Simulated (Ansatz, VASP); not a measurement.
## Two plane-wave programs on Ta2N

Contents of INCAR:

```
SYSTEM = Ta2N
PREC = Accurate
ENCUT = 520
EDIFF = 1E-6
ISMEAR = 0
SIGMA = 0.15
LREAL = .FALSE.
LASPH = .TRUE.
NELM = 80
ALGO = Normal
ISIF = 2
LWAVE = .FALSE.
LCHARG = .FALSE.
GGA = PS
NBANDS = 36
```

Contents of KPOINTS:

```
Automatic mesh
0
G
  17 17 5
  0 0 0
```

The input POSCAR:

```
Ta2N
1.0
   -3.0786153856      0.0000000000      0.0000000000
   -1.5393076928     -2.6661591324      0.0000000000
    0.0000000000      0.0000000000     10.3965143614
Ta N
4 2
Direct
    0.6666666667      0.6666666667      0.1142453440
    0.6666666667      0.6666666667      0.5781755626
    0.3333333333      0.3333333333      0.8136150932
    0.3333333333      0.3333333333      0.3496848746
    0.0000000000      0.0000000000      0.2319651093
    0.0000000000      0.0000000000      0.6958953279
```

Input for Ansatz:

```yaml
crystal:
  lattice:
    - [-3.0786153856, 0.0, 0.0]
    - [-1.5393076928, -2.6661591324, 0.0]
    - [0.0, 0.0, 10.3965143614]
  atoms:
    - { symbol: Ta, position: [0.6666666667, 0.6666666667, 0.114245344] }
    - { symbol: Ta, position: [0.6666666667, 0.6666666667, 0.5781755626] }
    - { symbol: Ta, position: [0.3333333333, 0.3333333333, 0.8136150932] }
    - { symbol: Ta, position: [0.3333333333, 0.3333333333, 0.3496848746] }
    - { symbol: "N", position: [0.0, 0.0, 0.2319651093] }
    - { symbol: "N", position: [0.0, 0.0, 0.6958953279] }
basis:
  ecutwfc: 420
kpoints:
  mp_grid: { grid: [17, 17, 5] }
hamiltonian:
  xc: pbesol
scf:
  occupations: { method: gaussian, width: 0.15 }
output:
  forces: true
  stress: true
  eigenvalues: true
```

Alike in both runs: task single point; functional PBEsol; k mesh 17 × 17 × 5; occupations gaussian, width 0.15 eV; no spin polarisation.

|  | VASP | Ansatz |
| --- | --- | --- |
| version | VASP 6.6.1 | Ansatz 0.2.0 |
| potentials or method | VASP PAW PBE potentials, release 64 (Ta_pv, N), cutoff 520 eV | scalar-relativistic, plane waves, PAW |
| valence electrons in the cell | 54 | 62 |

|  | VASP | Ansatz | Ansatz less VASP |
| --- | --- | --- | --- |
| gap on the k mesh at the Fermi level (eV) | none | none | - |
| pressure (GPa) | -7.6 | -8.1 | -0.50 |
| traceless stress, the component that is largest in VASP (GPa) | -6.91 | -6.87 | +0.034 |
| rms of the force components (eV/Å) | 0.629 | 0.615 | -0.0137 |

VASP's potentials were made for PBE, not for PBEsol. Atom by atom the forces differ by 0.023 eV/Å (rms over components). A gap of «none» marks a metal or a gap that the smearing closes. With one functional, cell and mesh, what is left measures potentials, basis and numerics. VASP's potentials hold 54 valence electrons a cell and Ansatz's 62, so a difference there can come from the potentials and not from the codes.

Spin-orbit coupling is off throughout.
